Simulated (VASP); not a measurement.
Input of a VASP 6.6.1 run:

Contents of INCAR:

```
PREC     = Accurate       # precision mode
ENCUT    = 520            # plane-wave cutoff, eV
EDIFF    = 1E-6           # SCF threshold, eV
ISMEAR   = 0              # smearing method
SIGMA    = 0.01           # smearing width, eV
LREAL    = F              # projectors in reciprocal space
LASPH    = T              # aspherical terms in the spheres
NELM     = 100            # most SCF steps
ALGO     = Normal         # electronic algorithm
ISIF     = 2              # what is computed and relaxed
LWAVE    = F              # write WAVECAR
LCHARG   = T              # write CHGCAR
GGA      = PS             # functional
LELF     = T              # ELF
LVHAR    = T            
NBANDS   = 14             # bands
```

File KPOINTS:

```
regular mesh
0
Gamma
  8 8 8
```

File POSCAR:

```
NaCl
1.0
    0.0000000000      2.5971747225      2.5971747225
    2.5971747225      0.0000000000      2.5971747225
    2.5971747225      2.5971747225      0.0000000000
Na Cl
1 1
Direct
    0.0000000000      0.0000000000      0.0000000000
    0.5000000000      0.5000000000      0.5000000000
```

Potentials or basis: VASP PAW PBE potentials, release 64 (Na_pv, Cl).

Command:

```bash
$ cat potpaw_PBE.64/Na_pv/POTCAR potpaw_PBE.64/Cl/POTCAR > POTCAR
$ mpirun -np 1 vasp_std > vasp.out
```

(1) What does it give for the pressure?

(2) Estimate the band gap on the k mesh.

## Answers

(1) 10.1 GPa.

(2) 6.03 eV, direct.

Caveat: the PAW data sets were made with another functional, which shifts forces and pressure a little.
